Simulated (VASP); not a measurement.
# Sn (P4/mmm) in VASP: single point with PBEsol

Aim: the single point of Sn with PBEsol.

Everything below comes from runs of VASP 6.6.1. Logs are shortened: lines on timing, memory, paths and dates and some standing lists are left out, and cuts for length are marked.

### Step 1. The cell of the first run

Symmetry: P4/mmm, No. 123, tetragonal system. The conventional cell has a = 3.615 Å, b = 3.615 Å, c = 4.375 Å, α = 90.00°, β = 90.00°, γ = 90.00°. Sn (site symmetry 4/mmm) has 6 Sn at 3.61 to 4.38 Å within 4.7 Å.

### Step 2. Single point, PBEsol

INCAR reads:

```
SYSTEM = Sn
  ALGO = Normal
  EDIFF = 1E-7
  ENCUT = 520
  GGA = PS
  ISIF = 2
  ISMEAR = 1
  LASPH = .TRUE.
  LCHARG = .TRUE.
  LELF = .TRUE.
  LREAL = .FALSE.
  LVHAR = .TRUE.
  LWAVE = .FALSE.
  NBANDS = 13
  NELM = 80
  PREC = Accurate
  SIGMA = 0.05
```

KPOINTS reads:

```
k-points
0
G
  8 8 7
  0 0 0
```

POSCAR reads:

```
Sn
1.0
    3.6147300000      0.0000000000      0.0000000000
    0.0000000000      3.6147300000      0.0000000000
    0.0000000000      0.0000000000      4.3750000000
Sn
1
Direct
    0.5000000000      0.5000000000      0.5000000000
```

Potentials or basis: VASP PAW PBE potentials, release 64 (Sn_d).

Command:

```sh
cat potpaw_PBE.64/Sn_d/POTCAR > POTCAR
mpirun -np 1 vasp_std > vasp.out
```

OUTCAR:

```text
SYSTEM = Sn
   EDIFF = 1E-7
   ENCUT = 520
   GGA = PS
   ISIF = 2
   ISMEAR = 1
   LASPH = .TRUE.
   LREAL = .FALSE.
   NELM = 80
   PREC = Accurate

 ion  position               nearest neighbor table
   1  0.500  0.500  0.500-

  LATTYP: Found a simple tetragonal cell.
 ALAT       =     3.6147300000
 C/A-ratio  =     1.2103255292

  Lattice vectors:

 A1 = (   3.6147300000,   0.0000000000,   0.0000000000)
 A2 = (   0.0000000000,   3.6147300000,   0.0000000000)
 A3 = (   0.0000000000,   0.0000000000,   4.3750000000)

Analysis of symmetry for initial positions (statically):
=====================================================================
 Subroutine PRICEL returns:
 Original cell was already a primitive cell.

 Routine SETGRP: Setting up the symmetry group for a
 simple tetragonal supercell.

 Subroutine GETGRP returns: Found 16 space group operations
 (whereof 16 operations were pure point group operations)
 out of a pool of 16 trial point group operations.

The static configuration has the point symmetry D_4h.

Analysis of symmetry for dynamics (positions and initial velocities):
=====================================================================
 Subroutine PRICEL returns:
 Original cell was already a primitive cell.

 Routine SETGRP: Setting up the symmetry group for a
 simple tetragonal supercell.

 Subroutine GETGRP returns: Found 16 space group operations
 (whereof 16 operations were pure point group operations)
 out of a pool of 16 trial point group operations.

The dynamic configuration has the point symmetry D_4h.

 Subroutine INISYM returns: Found 16 space group operations
 (whereof 16 operations are pure point group operations),
 and found     1 'primitive' translations

----------------------------------------------------------------------------------------

                                     Primitive cell

  volume of cell :      57.1649

  direct lattice vectors                    reciprocal lattice vectors
     3.614730000  0.000000000  0.000000000     0.276645835  0.000000000  0.000000000
     0.000000000  3.614730000  0.000000000     0.000000000  0.276645835  0.000000000
     0.000000000  0.000000000  4.375000000     0.000000000  0.000000000  0.228571429

  length of vectors
     3.614730000  3.614730000  4.375000000     0.276645835  0.276645835  0.228571429

  position of ions in fractional coordinates (direct lattice)
     0.500000000  0.500000000  0.500000000

  ion indices of the primitive-cell ions
   primitive index   ion index
                 1           1

----------------------------------------------------------------------------------------

 KPOINTS: k-points

Automatic generation of k-mesh.
 Grid dimensions read from file:
 generate k-points for:    8    8    7

 Generating k-lattice:

  Cartesian coordinates                     Fractional coordinates (reciprocal lattice)
     0.034580729  0.000000000  0.000000000     0.125000000  0.000000000  0.000000000
     0.000000000  0.034580729  0.000000000     0.000000000  0.125000000  0.000000000
     0.000000000  0.000000000  0.032653061     0.000000000  0.000000000  0.142857143

  Length of vectors
     0.034580729  0.034580729  0.032653061

  Shift w.r.t. Gamma in fractional coordinates (k-lattice)
     0.000000000  0.000000000  0.000000000

 Subroutine IBZKPT returns following result:
 ===========================================

 Found     60 irreducible k-points:

 Following reciprocal coordinates:
            Coordinates               Weight
  0.000000  0.000000  0.000000      1.000000
  0.125000  0.000000  0.000000      4.000000
  0.250000  0.000000  0.000000      4.000000
  0.375000  0.000000  0.000000      4.000000
  0.500000  0.000000  0.000000      2.000000
  0.125000  0.125000  0.000000      4.000000
[... 16 lines left out ...]
  0.375000  0.125000  0.142857     16.000000
  0.500000  0.125000  0.142857      8.000000
 [... further k-points ...]
   k-points           NKPTS =     60   k-points in BZ     NKDIM =     60   number of bands    NBANDS=     13
   number of dos      NEDOS =    301   number of ions     NIONS =      1
   total plane-waves  NPLWV =  28224
   dimension x,y,z NGX =    28 NGY =   28 NGZ =   36
   dimension x,y,z NGXF=    56 NGYF=   56 NGZF=   72
   ions per type =               1
   NGX,Y,Z   is equivalent  to a cutoff of  12.88, 12.88, 13.68 a.u.
   NGXF,Y,Z  is equivalent  to a cutoff of  25.76, 25.76, 27.36 a.u.
 SYSTEM =  Sn
   PREC   = accura    normal or accurate (medium, high low for compatibility)
   ISTART =      0    job   : 0-new  1-cont  2-samecut
   ICHARG =      2    charge: 1-file 2-atom 10-const
   ISPIN  =      1    spin polarized calculation?
   LNONCOLLINEAR =      F non collinear calculations
   LSORBIT =      F    spin-orbit coupling
   LASPH  =      T    aspherical Exc in radial PAW
   ENCUT  =  520.0 eV  38.22 Ry    6.18 a.u.   6.72  6.72  8.13*2*pi/ulx,y,z
   NELM   =     80;   NELMIN=  2; NELMDL= -5     # of ELM steps
   EDIFF  = 0.1E-06   stopping-criterion for ELM
   LREAL  =      F    real-space projection
   EDIFFG = 0.1E-05   stopping-criterion for IOM
   NSW    =      0    number of steps for IOM
   IBRION =     -1    ionic relax: 0-MD 1-quasi-New 2-CG
   NFREE  =      0    steps in history (QN), initial steepest desc. (CG)
   ISIF   =      2    stress and relaxation
   ISYM   =      2    0-nonsym 1-usesym 2-fastsym
   POTIM  = 0.5000    time-step for ionic-motion
   TEBEG  =    0.0;   TEEND  =   0.0 temperature during run
   PSTRESS=    0.0 pullay stress
   NELECT =      14.0000    total number of electrons
   NUPDOWN=      -1.0000    fix difference up-down
   EMIN   =  10.00;   EMAX   =-10.00  energy-range for DOS
   EFERMI =   0.00;   METHOD = LEGACY
   ISMEAR =     1;   SIGMA  =   0.05  broadening in eV -4-tet -1-fermi 0-gaus
   EFERMI_NEDOS =   21; number of points for ismear=-14 and -15
   IALGO  =     38    algorithm
   IMIX   =      4    mixing-type and parameters
     AMIX     =   0.40;   BMIX     =  1.00
     AMIX_MAG =   1.60;   BMIX_MAG =  1.00
  volume/ion in A,a.u.               =      57.16       385.77
  Fermi-wavevector in a.u.,A,eV,Ry     =   1.024254  1.935559 14.273815  1.049096
  Thomas-Fermi vector in A             =   2.158031
   LORBIT       =      0    0 simple, 1 ext, 2 COOP (PROOUT), +10 PAW based schemes
   GGA     = PS    functional components
   LHFCALC =     F    Hartree Fock is set to
   AEXX    =    0.0000 exact exchange contribution
   IVDW    =     0    specifies the selected vdW correction
   LEPSILON=     F    determine dielectric tensor
   LRPA    =     F    only Hartree local field effects (RPA)
 non-spin polarized calculation
 Methfessel and Paxton  Order N= 1 SIGMA  =   0.05
  energy-cutoff  :      520.00
  volume of cell :       57.16
 maximum number of plane-waves:      1556
 NGX is ok and might be reduce to    28
   NGX = 13   NGY = 13   NGZ = 17

 number of electron      13.9999989 magnetization

 Free energy of the ion-electron system (eV)
  ---------------------------------------------------
  ext. energy  EPLUGINS =         0.00000000
  ---------------------------------------------------
  free energy    TOTEN  =        -3.01503970 eV

  energy without entropy =       -3.01462520  energy(sigma->0) =       -3.01490154

 E-fermi :   1.5097     XC(G=0):  -7.2991

 val. band max:        1.5085101578   @ k =   0.3750   0.3750   0.4286
 cond. band min:       1.5916660137   @ k =   0.3750   0.3750   0.4286
 fundamental gap:      0.0831558558
 Fermi energy:         1.5097269231

 k-point     1 :       0.0000    0.0000    0.0000
  band No.  band energies     occupation
      1     -20.0431      2.00000
      2     -19.9927      2.00000
      3     -19.9885      2.00000
      4     -19.9885      2.00000
      5     -19.9182      2.00000
      6      -6.3866      2.00000
      7       2.5678      0.00000
      8       5.2590      0.00000
      9       5.2590      0.00000
     10       5.7224      0.00000
     11       8.7363      0.00000
     12       8.8831      0.00000
     13      15.0410      0.00000

 k-point     2 :       0.1250    0.0000    0.0000
  band No.  band energies     occupation
      1     -20.0405      2.00000
      2     -19.9915      2.00000
      3     -19.9883      2.00000
      4     -19.9847      2.00000
      5     -19.9209      2.00000
      6      -6.2384      2.00000
      7       2.7097      0.00000
      8       3.7531      0.00000
      9       5.3972      0.00000
     10       5.9368      0.00000
     11       8.9560      0.00000
     12      10.5489      0.00000
     13      13.3384      0.00000

 k-point     3 :       0.2500    0.0000    0.0000
  band No.  band energies     occupation
      1     -20.0363      2.00000
      2     -19.9988      2.00000
      3     -19.9877      2.00000
      4     -19.9635      2.00000
      5     -19.9276      2.00000
      6      -5.8190      2.00000
      7       1.6519     -0.00044
      8       3.0969      0.00000
      9       5.7696      0.00000
     10       6.4426      0.00000
     11       9.4026      0.00000
     12      11.3074      0.00000
     13      11.8623      0.00000
[... 305 lines left out ...]
 k-point    23 :       0.3750    0.1250    0.1429
  band No.  band energies     occupation
      1     -20.0270      2.00000
      2     -20.0062      2.00000
      3     -19.9904      2.00000
      4     -19.9375      2.00000
      5     -19.9351      2.00000
      6      -5.0330      2.00000
      7       0.2282      2.00000
      8       2.9498      0.00000
      9       4.9056      0.00000
     10       7.7461      0.00000
     11       9.1200      0.00000
     12      10.2553      0.00000
     13      12.2109      0.00000

 k-point    24 :       0.5000    0.1250    0.1429
  band No.  band energies     occupation
      1     -20.0259      2.00000
      2     -20.0092      2.00000
      3     -19.9902      2.00000
      4     -19.9403      2.00000
      5     -19.9256      2.00000
      6      -4.7151      2.00000
      7      -0.4626      2.00000
      8       3.2450      0.00000
      9       5.1813      0.00000
     10       7.3678      0.00000
     11       9.3301      0.00000
     12       9.7168      0.00000
     13      11.7168      0.00000

 [... further k-points ...]
[... 5 lines left out ...]
  --------------------------------------------------------------------------------------
  -------------------------------------------------------------------------------------
  Total       -2.6855419     -2.6855419     -1.7943971      0.0000000      0.0000000      0.0000000
  in kB      -75.2684086    -75.2684086    -50.2920510      0.0000000      0.0000000      0.0000000
  external PRESSURE =     -66.9429561 kB  Pullay stress =       0.0000000 kB

 VOLUME and BASIS-vectors are now :
 -----------------------------------------------------------------------------
  energy-cutoff  :      520.00
  volume of cell :       57.16
      direct lattice vectors                 reciprocal lattice vectors
     3.614730000  0.000000000  0.000000000     0.276645835  0.000000000  0.000000000
     0.000000000  3.614730000  0.000000000     0.000000000  0.276645835  0.000000000
     0.000000000  0.000000000  4.375000000     0.000000000  0.000000000  0.228571429

 POSITION                                       TOTAL-FORCE (eV/Angst)
 -----------------------------------------------------------------------------------
      1.80737      1.80737      2.18750         0.000000      0.000000      0.000000
 -----------------------------------------------------------------------------------
    total drift:                                0.000000      0.000000      0.000000

  FREE ENERGIE OF THE ION-ELECTRON SYSTEM (eV)
  ---------------------------------------------------
  free  energy   TOTEN  =        -3.0150397047 eV

  energy  without entropy=       -3.0146252044  energy(sigma->0) =       -3.01490154
```

It took 32 s on 1 thread of AMD EPYC 7R43 (Zen 3), shared host; peak memory 0.14 GiB.

What came out:

```yaml
Free_energy: -3.0150 eV
Pressure: -6.7 GPa
Band_gap_on_the_k_mesh: zero (band 7 reaches 2.85 eV, above the bottom of band 8 at 0.69 eV)
```

Levels at points of the mesh, in eV from the Fermi level:
```csv
k point,band 4,band 5,band 6,band 7,band 8,band 9,band 10,band 11
"(0.00, 0.00, 0.00)",-21.50,-21.43,-7.90,1.06,3.75,3.75,4.21,7.23
"(0.50, 0.00, 0.00)",-21.45,-21.44,-6.44,-2.21,2.32,4.93,6.57,7.45
"(0.50, 0.50, 0.00)",-21.47,-21.40,-4.98,-0.82,-0.82,3.48,3.67,8.85
```

Caveat: the PAW data sets were made with another functional, which shifts forces and pressure a little; spin-orbit coupling is left out, which moves the levels of the heavy elements.
